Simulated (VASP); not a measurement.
# CsH (I4/mmm) in VASP: notebook

Runs on CsH. Level: r2SCAN. Tasks: single point.

All numbers are computed with VASP 6.6.1; they aren't measurements. Logs are shortened: lines on timing, memory, paths and dates and some standing lists are left out, and cuts for length are marked.

## Step 1: The cell of the first run

Symmetry: I4/mmm, No. 139, tetragonal system. The conventional cell has a = 4.148 Å, b = 4.148 Å, c = 6.631 Å, α = 90.00°, β = 90.00°, γ = 90.00°. Within 3.9 Å of Cs (site symmetry 4/mmm) lie 6 H at 2.93 to 3.32 Å. Within 3.9 Å of H (site symmetry 4/mmm) lie 6 Cs at 2.93 to 3.32 Å.

## Step 2: Single point, r2SCAN (strain -0.080 along x and y, +0.040 along z)

POSCAR

```
CsH
1.0
    0.0000000000      2.9329600000      3.3155200000
    2.9329600000      0.0000000000      3.3155200000
    2.9329600000      2.9329600000      0.0000000000
Cs H
1 1
Direct
    0.0000000000      0.0000000000      0.0000000000
    0.5000000000      0.5000000000      0.5000000000
```

INCAR.step1

```
PREC = Accurate ; ENCUT = 520
ISMEAR = 0 ; SIGMA = 0.05
LREAL = False ; LASPH = True
NELM = 100 ; NBANDS = 12
GGA = PE ; ALGO = Normal
EDIFF = 1E-4 ; LWAVE = True
LCHARG = False
```

INCAR.step2

```
PREC = Accurate ; ENCUT = 520
EDIFF = 1E-7 ; ISMEAR = 0
SIGMA = 0.05 ; LREAL = False
LASPH = True ; NELM = 100
ALGO = Normal ; ISIF = 2
LWAVE = False ; LCHARG = True
METAGGA = R2SCAN ; LMIXTAU = True
LELF = True ; LVHAR = True
NBANDS = 12 ; ISTART = 1
```

KPOINTS

```
regular mesh
0
Gamma
  6 6 6
```

Potentials or basis: VASP PAW PBE potentials, release 64 (Cs_sv, H).

The run is started by

```
$ cat potpaw_PBE.64/Cs_sv/POTCAR potpaw_PBE.64/H/POTCAR > POTCAR
$ cp INCAR.step1 INCAR
$ mpirun -np 1 vasp_std > vasp.out
$ cp INCAR.step2 INCAR
$ mpirun -np 1 vasp_std > vasp.out
```

OUTCAR:

```text
PREC = Accurate
   ENCUT = 520
   EDIFF = 1E-7
   ISMEAR = 0
   LREAL = False
   LASPH = True
   NELM = 100
   ISIF = 2
   METAGGA = R2SCAN
   ISTART = 1

 ion  position               nearest neighbor table
   1  0.000  0.000  0.000-
   2  0.500  0.500  0.500-

  LATTYP: Found a body centered tetragonal cell.
 ALAT       =     4.1478318099
 C/A-ratio  =     1.5986762009

  Lattice vectors:

 A1 = (  -2.9329600000,   0.0000000000,   3.3155200000)
 A2 = (   2.9329600000,   0.0000000000,   3.3155200000)
 A3 = (   0.0000000000,   2.9329600000,  -3.3155200000)

Analysis of symmetry for initial positions (statically):
=====================================================================
 Subroutine PRICEL returns:
 Original cell was already a primitive cell.

 Routine SETGRP: Setting up the symmetry group for a
 body centered tetragonal supercell.

 Subroutine GETGRP returns: Found 16 space group operations
 (whereof 16 operations were pure point group operations)
 out of a pool of 16 trial point group operations.

The static configuration has the point symmetry D_4h.

Analysis of symmetry for dynamics (positions and initial velocities):
=====================================================================
 Subroutine PRICEL returns:
 Original cell was already a primitive cell.

 Routine SETGRP: Setting up the symmetry group for a
 body centered tetragonal supercell.

 Subroutine GETGRP returns: Found 16 space group operations
 (whereof 16 operations were pure point group operations)
 out of a pool of 16 trial point group operations.

The dynamic configuration has the point symmetry D_4h.

 Subroutine INISYM returns: Found 16 space group operations
 (whereof 16 operations are pure point group operations),
 and found     1 'primitive' translations

----------------------------------------------------------------------------------------

                                     Primitive cell

  volume of cell :      57.0419

  direct lattice vectors                    reciprocal lattice vectors
     0.000000000  2.932960000  3.315520000    -0.170476242  0.170476242  0.150805907
     2.932960000  0.000000000  3.315520000     0.170476242 -0.170476242  0.150805907
     2.932960000  2.932960000  0.000000000     0.170476242  0.170476242 -0.150805907

  length of vectors
     4.426615776  4.426615776  4.147831810     0.284370744  0.284370744  0.284370744

  position of ions in fractional coordinates (direct lattice)
     0.000000000  0.000000000  0.000000000
     0.500000000  0.500000000  0.500000000

  ion indices of the primitive-cell ions
   primitive index   ion index
                 1           1
                 2           2

----------------------------------------------------------------------------------------

 KPOINTS: regular mesh

Automatic generation of k-mesh.
 Grid dimensions read from file:
 generate k-points for:    6    6    6

 Generating k-lattice:

  Cartesian coordinates                     Fractional coordinates (reciprocal lattice)
    -0.028412707  0.028412707  0.025134318     0.166666667 -0.000000000  0.000000000
     0.028412707 -0.028412707  0.025134318    -0.000000000  0.166666667  0.000000000
     0.028412707  0.028412707 -0.025134318     0.000000000  0.000000000  0.166666667

  Length of vectors
     0.047395124  0.047395124  0.047395124

  Shift w.r.t. Gamma in fractional coordinates (k-lattice)
     0.000000000  0.000000000  0.000000000

 Subroutine IBZKPT returns following result:
 ===========================================

 Found     30 irreducible k-points:

 Following reciprocal coordinates:
            Coordinates               Weight
  0.000000  0.000000  0.000000      1.000000
  0.166667  0.000000  0.000000      8.000000
  0.333333  0.000000  0.000000      8.000000
  0.500000 -0.000000  0.000000      4.000000
  0.166667  0.166667  0.000000      2.000000
  0.333333  0.166667  0.000000      8.000000
[... 16 lines left out ...]
  0.333333  0.000000  0.333333      4.000000
  0.500000  0.000000  0.333333     16.000000
 [... further k-points ...]
   k-points           NKPTS =     30   k-points in BZ     NKDIM =     30   number of bands    NBANDS=     12
   number of dos      NEDOS =    301   number of ions     NIONS =      2
   total plane-waves  NPLWV =  41472
   dimension x,y,z NGX =    36 NGY =   36 NGZ =   32
   dimension x,y,z NGXF=    72 NGYF=   72 NGZF=   64
   ions per type =               1   1
   NGX,Y,Z   is equivalent  to a cutoff of  13.52, 13.52, 12.83 a.u.
   NGXF,Y,Z  is equivalent  to a cutoff of  27.04, 27.04, 25.65 a.u.
 SYSTEM =  unknown system
   PREC   = accura    normal or accurate (medium, high low for compatibility)
   ISTART =      1    job   : 0-new  1-cont  2-samecut
   ICHARG =      0    charge: 1-file 2-atom 10-const
   ISPIN  =      1    spin polarized calculation?
   LNONCOLLINEAR =      F non collinear calculations
   LSORBIT =      F    spin-orbit coupling
   LASPH  =      T    aspherical Exc in radial PAW
   ENCUT  =  520.0 eV  38.22 Ry    6.18 a.u.   8.23  8.23  7.71*2*pi/ulx,y,z
   NELM   =    100;   NELMIN=  2; NELMDL=  0     # of ELM steps
   EDIFF  = 0.1E-06   stopping-criterion for ELM
   LREAL  =      F    real-space projection
   EDIFFG = 0.1E-05   stopping-criterion for IOM
   NSW    =      0    number of steps for IOM
   IBRION =     -1    ionic relax: 0-MD 1-quasi-New 2-CG
   NFREE  =      0    steps in history (QN), initial steepest desc. (CG)
   ISIF   =      2    stress and relaxation
   ISYM   =      2    0-nonsym 1-usesym 2-fastsym
   POTIM  = 0.5000    time-step for ionic-motion
   TEBEG  =    0.0;   TEEND  =   0.0 temperature during run
   PSTRESS=    0.0 pullay stress
   NELECT =      10.0000    total number of electrons
   NUPDOWN=      -1.0000    fix difference up-down
   EMIN   =  10.00;   EMAX   =-10.00  energy-range for DOS
   EFERMI =   0.00;   METHOD = LEGACY
   ISMEAR =     0;   SIGMA  =   0.05  broadening in eV -4-tet -1-fermi 0-gaus
   EFERMI_NEDOS =   21; number of points for ismear=-14 and -15
   IALGO  =     38    algorithm
   IMIX   =      4    mixing-type and parameters
     AMIX     =   0.40;   BMIX     =  1.00
     AMIX_MAG =   1.60;   BMIX_MAG =  1.00
  volume/ion in A,a.u.               =      28.52       192.47
  Fermi-wavevector in a.u.,A,eV,Ry     =   0.916242  1.731446 11.422082  0.839499
  Thomas-Fermi vector in A             =   2.041075
   LORBIT       =      0    0 simple, 1 ext, 2 COOP (PROOUT), +10 PAW based schemes
   METAGGA = R2SCAN    functional components
   LHFCALC =     F    Hartree Fock is set to
   AEXX    =    0.0000 exact exchange contribution
   IVDW    =     0    specifies the selected vdW correction
   LEPSILON=     F    determine dielectric tensor
   LRPA    =     F    only Hartree local field effects (RPA)
 non-spin polarized calculation
 Gauss-broadening in eV      SIGMA  =   0.05
  energy-cutoff  :      520.00
  volume of cell :       57.04
 maximum number of plane-waves:      1552
 NGX is ok and might be reduce to    36
   NGX = 17   NGY = 17   NGZ = 15

 number of electron       9.9999999 magnetization

 Free energy of the ion-electron system (eV)
  ---------------------------------------------------
  ext. energy  EPLUGINS =         0.00000000
  ---------------------------------------------------
  free energy    TOTEN  =       -28.88771742 eV

  energy without entropy =      -28.88771742  energy(sigma->0) =      -28.88771742

 E-fermi :   0.9375     XC(G=0):  -8.0644

 val. band max:        0.6417216641   @ k =   0.5000  -0.0000   0.0000
 cond. band min:       3.0239143928   @ k =   0.5000  -0.0000   0.0000
 fundamental gap:      2.3821927287
 Fermi energy:         0.9374592153

 k-point     1 :       0.0000    0.0000    0.0000
  band No.  band energies     occupation
      1     -21.5981      2.00000
      2      -7.6474      2.00000
      3      -7.4574      2.00000
      4      -7.4574      2.00000
      5      -1.3539      2.00000
      6       5.8276      0.00000
      7       6.1949      0.00000
      8       6.5086      0.00000
      9       6.5086      0.00000
     10       8.9192      0.00000
     11       9.1785      0.00000
     12      10.0322      0.00000

 k-point     2 :       0.1667    0.0000    0.0000
  band No.  band energies     occupation
      1     -21.5638      2.00000
      2      -7.8782      2.00000
      3      -7.6386      2.00000
      4      -7.4683      2.00000
      5      -0.8533      2.00000
      6       5.1929      0.00000
      7       5.9762      0.00000
      8       6.6264      0.00000
      9       6.7632      0.00000
     10       8.1984      0.00000
     11       8.3365      0.00000
     12      11.0580      0.00000

 k-point     3 :       0.3333    0.0000    0.0000
  band No.  band energies     occupation
      1     -21.4936      2.00000
      2      -8.4728      2.00000
      3      -7.7578      2.00000
      4      -7.4897      2.00000
      5       0.1042      2.00000
      6       3.7231      0.00000
      7       5.6467      0.00000
      8       6.5501      0.00000
      9       7.5237      0.00000
     10       8.6194      0.00000
     11       8.9452      0.00000
     12      13.2384      0.00000
[... 286 lines left out ...]
 k-point    23 :       0.3333    0.0000    0.3333
  band No.  band energies     occupation
      1     -21.4428      2.00000
      2      -8.3291      2.00000
      3      -7.9089      2.00000
      4      -7.8691      2.00000
      5      -0.5797      2.00000
      6       4.1377      0.00000
      7       6.1616      0.00000
      8       7.4287      0.00000
      9       8.0669      0.00000
     10       8.3022      0.00000
     11      10.3273      0.00000
     12      12.0655      0.00000

 k-point    24 :       0.5000    0.0000    0.3333
  band No.  band energies     occupation
      1     -21.4078      2.00000
      2      -8.4436      2.00000
      3      -8.0395      2.00000
      4      -7.9250      2.00000
      5      -0.6644      2.00000
      6       4.0217      0.00000
      7       6.3357      0.00000
      8       7.5563      0.00000
      9       8.7620      0.00000
     10       9.6624      0.00000
     11      10.5428      0.00000
     12      11.5687      0.00000

 [... further k-points ...]

------------------------ aborting loop because EDIFF is reached ----------------------------------------

  FORCE on cell =-STRESS in cart. coord.  units (eV):
  Direction    XX          YY          ZZ          XY          YZ          ZX
  --------------------------------------------------------------------------------------
  -------------------------------------------------------------------------------------
  Total        1.2471482      1.2471482     -0.1946917      0.0000000     -0.0000000      0.0000000
  in kB       35.0295628     35.0295628     -5.4684481      0.0000000     -0.0000000      0.0000000
  external PRESSURE =      21.5302259 kB  Pullay stress =       0.0000000 kB

 VOLUME and BASIS-vectors are now :
 -----------------------------------------------------------------------------
  energy-cutoff  :      520.00
  volume of cell :       57.04
      direct lattice vectors                 reciprocal lattice vectors
     0.000000000  2.932960000  3.315520000    -0.170476242  0.170476242  0.150805907
     2.932960000  0.000000000  3.315520000     0.170476242 -0.170476242  0.150805907
     2.932960000  2.932960000  0.000000000     0.170476242  0.170476242 -0.150805907

 POSITION                                       TOTAL-FORCE (eV/Angst)
 -----------------------------------------------------------------------------------
      0.00000      0.00000      0.00000         0.000000      0.000000      0.000000
      2.93296      2.93296      3.31552        -0.000000     -0.000000     -0.000000
 -----------------------------------------------------------------------------------
    total drift:                               -0.000000      0.000000      0.000000

  FREE ENERGIE OF THE ION-ELECTRON SYSTEM (eV)
  ---------------------------------------------------
  free  energy   TOTEN  =       -28.8877174190 eV

  energy  without entropy=      -28.8877174190  energy(sigma->0) =      -28.88771742
```

Wall time 40 s (1 thread of Intel Xeon Platinum 8559C (Emerald Rapids), shared host); peak memory 0.2 GiB.

What came out:

```yaml
Free_energy: -28.8877 eV
Pressure: 2.2 GPa
Band_gap_on_the_k_mesh: 2.38 eV, direct
```

Caveat: the cell differs from its parent crystal (strain -0.080 along x and y, +0.040 along z); the PAW data sets were made with another functional, which shifts forces and pressure a little; spin-orbit coupling is left out, which moves the levels of the heavy elements. A k mesh can miss the band edges.

## Step 3: Single point, r2SCAN (strain -0.080 along x and y, +0.080 along z)

POSCAR

```
CsH
1.0
    0.0000000000      2.9329600000      3.4430400000
    2.9329600000      0.0000000000      3.4430400000
    2.9329600000      2.9329600000      0.0000000000
Cs H
1 1
Direct
    0.0000000000      0.0000000000      0.0000000000
    0.5000000000      0.5000000000      0.5000000000
```

INCAR.step1

```
PREC = Accurate
ENCUT = 520
ISMEAR = 0
SIGMA = 0.05
LREAL = False
LASPH = True
NELM = 80
NBANDS = 12
GGA = PE
ALGO = Normal
EDIFF = 1E-4
LWAVE = True
LCHARG = False
```

INCAR.step2

```
PREC = Accurate
ENCUT = 520
EDIFF = 1E-6
ISMEAR = 0
SIGMA = 0.05
LREAL = False
LASPH = True
NELM = 80
ALGO = Normal
ISIF = 2
LWAVE = False
LCHARG = True
METAGGA = R2SCAN
LMIXTAU = True
LELF = True
LVHAR = True
NBANDS = 12
ISTART = 1
```

KPOINTS is that of step 2.

Potentials or basis: VASP PAW PBE potentials, release 64 (Cs_sv, H).

The run is started by

```
$ cat potpaw_PBE.64/Cs_sv/POTCAR potpaw_PBE.64/H/POTCAR > POTCAR
$ cp INCAR.step1 INCAR
$ mpirun -np 1 vasp_std > vasp.out
$ cp INCAR.step2 INCAR
$ mpirun -np 1 vasp_std > vasp.out
```

It took 39 s on 1 thread of Intel Xeon Platinum 8559C (Emerald Rapids), shared host; peak memory 0.2 GiB.

Results (log left out):

* Free energy: -28.8767 eV
* Pressure: 1.8 GPa
* Band gap on the k mesh: 2.39 eV, direct

Stress tensor (GPa, compression positive):
```
 3.31  0.00  0.00
 0.00  3.31  0.00
 0.00  0.00 -1.09
```

Levels at points of the mesh, in eV from the valence-band top:
| k point | band 1 | band 2 | band 3 | band 4 | band 5 | band 6 | band 7 | band 8 | band 9 | band 10 |
| --- | --- | --- | --- | --- | --- | --- | --- | --- | --- | --- |
| (0.00, 0.00, 0.00) | -22.23 | -8.37 | -8.12 | -8.12 | -1.95 | 5.05 | 5.08 | 5.95 | 5.95 | 8.40 |
| (0.50, 0.00, 0.00) | -22.11 | -9.32 | -8.52 | -8.14 | 0.00 | 2.39 | 4.63 | 5.73 | 7.80 | 8.68 |
| (0.50, 0.50, 0.00) | -22.13 | -9.21 | -8.33 | -8.33 | -1.53 | 3.54 | 5.36 | 9.03 | 9.48 | 9.48 |
| (0.50, 0.00, 0.50) | -22.04 | -9.08 | -8.72 | -8.60 | -1.61 | 3.12 | 6.85 | 7.77 | 8.12 | 8.53 |

Caveat: the cell differs from its parent crystal (strain -0.080 along x and y, +0.080 along z); the PAW data sets were made with another functional, which shifts forces and pressure a little; spin-orbit coupling is left out, which moves the levels of the heavy elements. A k mesh can miss the band edges.

(Part 1 of 2 ends here.)
